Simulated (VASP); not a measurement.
Crystal: SiC (Moissanite).

```xyz
4
Lattice="3.0760 0.0000 0.0000 -1.5380 2.6639 0.0000 0.0000 0.0000 5.0480" Properties=species:S:1:pos:R:3 pbc="T T T"
Si    1.5380    0.8880    2.5240
Si    0.0000    1.7759    0.0000
C     1.5380    0.8880    4.4675
C     0.0000    1.7759    1.9435
```

Base run:

- Program: VASP 6.6.1
- Functional: revPBE
- Potentials or basis: VASP PAW PBE potentials, release 64 (Si, C)
- Cutoff: 520 eV
- k mesh: 10 × 10 × 5
- Occupations: fermi-dirac, width 0.05 eV
- Spin: no spin polarisation

Its results: band gap on the k mesh 2.50 eV, indirect (least direct gap 4.10 eV); pressure 5.7 GPa; largest force 0.757 eV/Å.

Question: The run is repeated on the same cell with these changes: functional from revPBE to RPBE. What comes out?

Answer: Band gap on the k mesh 2.52 eV, indirect (least direct gap 4.11 eV); pressure 6.4 GPa; largest force 0.759 eV/Å.

Caveats: the PAW data sets were made with another functional, which shifts forces and pressure a little.

A k mesh can miss the band edges.
